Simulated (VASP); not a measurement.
YZnCuP2, 5 atoms in the cell. It takes space group P3m1 (No. 156, trigonal). Conventional cell: a = 3.955 Å, b = 3.955 Å, c = 6.532 Å, α = 90.00°, β = 90.00°, γ = 120.00°. Within 3.7 Å of Y (site symmetry 3m) lie 6 P at 2.78 to 2.89 Å and 3 Cu at 3.21 Å and 3 Zn at 3.43 Å. Zn (site symmetry 3m) has 4 P at 2.38 to 2.41 Å and 3 Cu at 2.86 Å within 3.1 Å. Cu (site symmetry 3m) has 4 P at 2.38 to 2.50 Å and 3 Zn at 2.86 Å and 3 Y at 3.21 Å within 3.3 Å. Within 3.2 Å of P (site symmetry 3m) lie 3 Zn at 2.41 Å and 1 Cu at 2.50 Å and 3 Y at 2.89 Å. P (site symmetry 3m) has 3 Cu at 2.38 Å and 1 Zn at 2.38 Å and 3 Y at 2.78 Å within 3.1 Å. 

| Item | Value |
| --- | --- |
| Program | VASP 6.6.1 |
| Task | single point |
| Functional | PBEsol |
| Potentials or basis | VASP PAW PBE potentials, release 64 (Y_sv, Zn, Cu, P) |
| Cutoff | 520 eV |
| k mesh | 6 × 6 × 4 |
| Occupations | fermi-dirac, width 0.15 eV |
| Spin | no spin polarisation |
| Dipole correction | no |
| Further INCAR settings | ALGO = Normal; EDIFF = 1e-07; NBANDS = 30 |

Potentials or basis: VASP PAW PBE potentials, release 64 (Y_sv, Zn, Cu, P).

Command:

```bash
$ cat potpaw_PBE.64/Y_sv/POTCAR potpaw_PBE.64/Zn/POTCAR potpaw_PBE.64/Cu/POTCAR potpaw_PBE.64/P/POTCAR > POTCAR
$ mpirun -np 1 vasp_std > vasp.out
```

Hardware: 1 thread of Intel(R) Xeon(R) Platinum 8488C (Sapphire Rapids), with other jobs on the host.

Question: Estimate the wall time of this run.

Answer: Run time: 2.9 min on 1 thread of Intel(R) Xeon(R) Platinum 8488C (Sapphire Rapids), with other jobs on the host, peak memory 0.26 GiB. Counts: scf iterations 24, k points 24.
